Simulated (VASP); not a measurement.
# NiO (F-43m) in VASP: a series of runs, part 2 of 2

VASP 6.6.1.

### Step 3. Single point, PBE, collinear spin, ferromagnetic start (volume scaled by 1.06)

INCAR

```
SYSTEM = NiO
PREC = Accurate
ENCUT = 520
EDIFF = 1E-6
ISMEAR = -1
SIGMA = 0.05
LREAL = .FALSE.
LASPH = .TRUE.
NELM = 150
ALGO = Normal
ISIF = 2
LWAVE = .FALSE.
LCHARG = .TRUE.
ISPIN = 2
MAGMOM = 1 0
LORBIT = 11
LMAXMIX = 4
GGA = PE
LELF = .TRUE.
LVHAR = .TRUE.
NBANDS = 19
```

KPOINTS

```
Automatic mesh
0
G
  11 11 11
  0 0 0
```

POSCAR

```
NiO
1.0
    0.0000000000      2.1026158713      2.1026158713
    2.1026158713      0.0000000000      2.1026158713
    2.1026158713      2.1026158713      0.0000000000
Ni O
1 1
Direct
    0.0000000000      0.0000000000      0.0000000000
    0.7500000000      0.7500000000      0.7500000000
```

Potentials or basis: VASP PAW PBE potentials, release 64 (Ni, O).

Started as:

```console
cat potpaw_PBE.64/Ni/POTCAR potpaw_PBE.64/O/POTCAR > POTCAR
mpirun -np 1 vasp_std > vasp.out
```

OUTCAR:

```text
SYSTEM = NiO
   PREC = Accurate
   ENCUT = 520
   EDIFF = 1E-6
   ISMEAR = -1
   LREAL = .FALSE.
   LASPH = .TRUE.
   NELM = 150
   ISIF = 2
   ISPIN = 2
   LORBIT = 11
   GGA = PE

 ion  position               nearest neighbor table
   1  0.000  0.000  0.000-   2 1.82   2 1.82   2 1.82   2 1.82
   2  0.750  0.750  0.750-   1 1.82   1 1.82   1 1.82   1 1.82

  LATTYP: Found a face centered cubic cell.
 ALAT       =     4.2052317426

  Lattice vectors:

 A1 = (   0.0000000000,   2.1026158713,   2.1026158713)
 A2 = (   2.1026158713,   0.0000000000,   2.1026158713)
 A3 = (   2.1026158713,   2.1026158713,   0.0000000000)

Analysis of symmetry for initial positions (statically):
=====================================================================
 Subroutine PRICEL returns:
 Original cell was already a primitive cell.

 Routine SETGRP: Setting up the symmetry group for a
 face centered cubic supercell.

 Subroutine GETGRP returns: Found 24 space group operations
 (whereof 24 operations were pure point group operations)
 out of a pool of 48 trial point group operations.

The static configuration has the point symmetry T_d .

Analysis of symmetry for dynamics (positions and initial velocities):
=====================================================================
 Subroutine PRICEL returns:
 Original cell was already a primitive cell.

 Routine SETGRP: Setting up the symmetry group for a
 face centered cubic supercell.

 Subroutine GETGRP returns: Found 24 space group operations
 (whereof 24 operations were pure point group operations)
 out of a pool of 48 trial point group operations.

The dynamic configuration has the point symmetry T_d .

Analysis of structural, dynamic, and magnetic symmetry:
=====================================================================
 Subroutine PRICEL returns:
 Original cell was already a primitive cell.

 Routine SETGRP: Setting up the symmetry group for a
 face centered cubic supercell.

 Subroutine GETGRP returns: Found 24 space group operations
 (whereof 24 operations were pure point group operations)
 out of a pool of 48 trial point group operations.

The overall configuration has the point symmetry T_d .

 Subroutine INISYM returns: Found 24 space group operations
 (whereof 24 operations are pure point group operations),
 and found     1 'primitive' translations

----------------------------------------------------------------------------------------

                                     Primitive cell

  volume of cell :      18.5913

  direct lattice vectors                    reciprocal lattice vectors
     0.000000000  2.102615871  2.102615871    -0.237799023  0.237799023  0.237799023
     2.102615871  0.000000000  2.102615871     0.237799023 -0.237799023  0.237799023
     2.102615871  2.102615871  0.000000000     0.237799023  0.237799023 -0.237799023

  length of vectors
     2.973547882  2.973547882  2.973547882     0.411879990  0.411879990  0.411879990

  position of ions in fractional coordinates (direct lattice)
     0.000000000  0.000000000  0.000000000
     0.750000000  0.750000000  0.750000000

  ion indices of the primitive-cell ions
   primitive index   ion index
                 1           1
                 2           2

[... 64 lines left out ...]
   ICHARG =      2    charge: 1-file 2-atom 10-const
   ISPIN  =      2    spin polarized calculation?
   LNONCOLLINEAR =      F non collinear calculations
   LSORBIT =      F    spin-orbit coupling
   LASPH  =      T    aspherical Exc in radial PAW
   ENCUT  =  520.0 eV  38.22 Ry    6.18 a.u.   5.53  5.53  5.53*2*pi/ulx,y,z
   NELM   =    150;   NELMIN=  2; NELMDL= -5     # of ELM steps
   EDIFF  = 0.1E-05   stopping-criterion for ELM
   LREAL  =      F    real-space projection
   EDIFFG = 0.1E-04   stopping-criterion for IOM
   NSW    =      0    number of steps for IOM
   IBRION =     -1    ionic relax: 0-MD 1-quasi-New 2-CG
   NFREE  =      0    steps in history (QN), initial steepest desc. (CG)
   ISIF   =      2    stress and relaxation
   ISYM   =      2    0-nonsym 1-usesym 2-fastsym
   POTIM  = 0.5000    time-step for ionic-motion
   TEBEG  =    0.0;   TEEND  =   0.0 temperature during run
   PSTRESS=    0.0 pullay stress
   NELECT =      16.0000    total number of electrons
   NUPDOWN=      -1.0000    fix difference up-down
   EMIN   =  10.00;   EMAX   =-10.00  energy-range for DOS
   EFERMI =   0.00;   METHOD = LEGACY
   ISMEAR =    -1;   SIGMA  =   0.05  broadening in eV -4-tet -1-fermi 0-gaus
   EFERMI_NEDOS =   21; number of points for ismear=-14 and -15
   IALGO  =     38    algorithm
   IMIX   =      4    mixing-type and parameters
     AMIX     =   0.40;   BMIX     =  1.00
     AMIX_MAG =   1.60;   BMIX_MAG =  1.00
  volume/ion in A,a.u.               =       9.30        62.73
  Fermi-wavevector in a.u.,A,eV,Ry     =   1.557202  2.942685 32.992459  2.424877
  Thomas-Fermi vector in A             =   2.660886
   LORBIT       =     11    0 simple, 1 ext, 2 COOP (PROOUT), +10 PAW based schemes
   GGA     = PE    functional components
   LHFCALC =     F    Hartree Fock is set to
   AEXX    =    0.0000 exact exchange contribution
   IVDW    =     0    specifies the selected vdW correction
   LEPSILON=     F    determine dielectric tensor
   LRPA    =     F    only Hartree local field effects (RPA)
 spin polarized calculation
  energy-cutoff  :      520.00
  volume of cell :       18.59
 maximum number of plane-waves:       531
 NGX is ok and might be reduce to    24
   NGX = 11   NGY = 11   NGZ = 11

 number of electron      16.0000011 magnetization       1.3148774

 Free energy of the ion-electron system (eV)
  ---------------------------------------------------
  ext. energy  EPLUGINS =         0.00000000
  ---------------------------------------------------
  free energy    TOTEN  =       -11.17315199 eV

  energy without entropy =      -11.15702840  energy(sigma->0) =      -11.16509020

 E-fermi :   8.1546     XC(G=0): -12.3269

 val. band max:        8.1533623636   @ k =  -0.3636   0.4545   0.0909
 cond. band min:       8.1696005537   @ k =   0.2727   0.0000   0.0000
 fundamental gap:      0.0162381901
 Fermi energy:         8.1546144050

 spin component 1

 k-point     1 :       0.0000    0.0000    0.0000
  band No.  band energies     occupation
      1     -13.4868      1.00000
      2       0.8875      1.00000
      3       0.8875      1.00000
      4       0.8875      1.00000
      5       5.5355      1.00000
      6       5.5355      1.00000
[... 517 lines left out ...]
     18      39.0351      0.00000
     19      39.0943      0.00000

 [... further k-points ...]

 spin component 2

 k-point     1 :       0.0000    0.0000    0.0000
  band No.  band energies     occupation
      1     -13.0935      1.00000
      2       1.5486      1.00000
      3       1.5486      1.00000
      4       1.5486      1.00000
      5       6.3284      1.00000
      6       6.3284      1.00000
[... 517 lines left out ...]
     18      39.2927      0.00000
     19      39.3157      0.00000

 [... further k-points ...]

------------------------ aborting loop because EDIFF is reached ----------------------------------------

  FORCE on cell =-STRESS in cart. coord.  units (eV):
  Direction    XX          YY          ZZ          XY          YZ          ZX
  --------------------------------------------------------------------------------------
  -------------------------------------------------------------------------------------
  Total        4.7355494      4.7355494      4.7355494      0.0000000      0.0000000      0.0000000
  in kB      408.1042727    408.1042727    408.1042727      0.0000000      0.0000000      0.0000000
  external PRESSURE =     408.1042727 kB  Pullay stress =       0.0000000 kB

 VOLUME and BASIS-vectors are now :
 -----------------------------------------------------------------------------
  energy-cutoff  :      520.00
  volume of cell :       18.59
      direct lattice vectors                 reciprocal lattice vectors
     0.000000000  2.102615871  2.102615871    -0.237799023  0.237799023  0.237799023
     2.102615871  0.000000000  2.102615871     0.237799023 -0.237799023  0.237799023
     2.102615871  2.102615871  0.000000000     0.237799023  0.237799023 -0.237799023

 POSITION                                       TOTAL-FORCE (eV/Angst)
 -----------------------------------------------------------------------------------
      0.00000      0.00000      0.00000        -0.000000     -0.000000     -0.000000
      3.15392      3.15392      3.15392         0.000000      0.000000      0.000000
 -----------------------------------------------------------------------------------
    total drift:                                0.000001      0.000001      0.000000

  FREE ENERGIE OF THE ION-ELECTRON SYSTEM (eV)
  ---------------------------------------------------
  free  energy   TOTEN  =       -11.1731519898 eV

  energy  without entropy=      -11.1570284033  energy(sigma->0) =      -11.16509020

 total charge

# of ion       s       p       d       tot
------------------------------------------
    1        0.461   0.692   8.418   9.570
    2        1.563   3.503   0.000   5.066
--------------------------------------------------
tot          2.024   4.194   8.418  14.636

 magnetization (x)

# of ion       s       p       d       tot
------------------------------------------
    1        0.002   0.043   0.997   1.042
    2        0.012   0.228   0.000   0.240
--------------------------------------------------
tot          0.013   0.271   0.997   1.281
```

stdout:

```text
POSCAR found type information on POSCAR NiO
 POSCAR found :  2 types and       2 ions
 scaLAPACK will be used
 LDA part: xc-table for (Slater+PW92), standard interpolation
 POSCAR, INCAR and KPOINTS ok, starting setup
 FFT: planning ... GRIDC
 FFT: planning ... GRID_SOFT
 FFT: planning ... GRID
 WAVECAR not read
 entering main loop
```

Run time: 15 s. Hardware: 1 thread of Intel Xeon 6975P-C (Granite Rapids), shared host; peak memory 0.17 GiB.

Results:

- Free energy: -11.1732 eV
- Pressure: 40.8 GPa
- Net moment: 1.31 μB per cell
- Site moments: Ni +1.04; O +0.24 μB
- Valence electrons inside the program's atomic spheres: Ni 9.57; O 5.07

Caveat: a cell with one magnetic atom can't hold antiferromagnetic order, which such compounds often take; semilocal functionals often make such compounds metallic where correlation or magnetic order opens a gap, which also shifts bond lengths.
